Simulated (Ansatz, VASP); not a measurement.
# BeS in VASP and in Ansatz

```
CELL_PARAMETERS angstrom
0.00000 2.53168 2.53168
2.53168 0.00000 2.53168
2.53168 2.53168 0.00000
ATOMIC_POSITIONS crystal
Be 0.00000 0.00000 0.00000
S 0.25000 0.25000 0.25000
```

Change from the starting cell: hydrostatic strain +4.0%.

Alike in both runs: task single point; functional r2SCAN; k mesh 10 × 10 × 10; no spin polarisation.

|  | VASP | Ansatz |
| --- | --- | --- |
| version | VASP 6.6.1 | Ansatz 0.2.0 |
| potentials or method | VASP PAW PBE potentials, release 64 (Be, S) | plane waves, PAW |
| plane-wave cutoff (eV) | 520 | 500 |
| occupations | gaussian, width 0.01 eV | fixed |
| valence electrons in the cell | 8 | 8 |

|  | VASP | Ansatz | Ansatz less VASP |
| --- | --- | --- | --- |
| gap on the k mesh at the Fermi level (eV) | 3.82 | 3.81 | -0.009 |
| pressure (GPa) | -9.1 | -9.2 | -0.12 |

VASP's potentials were made for PBE, not for r2SCAN.
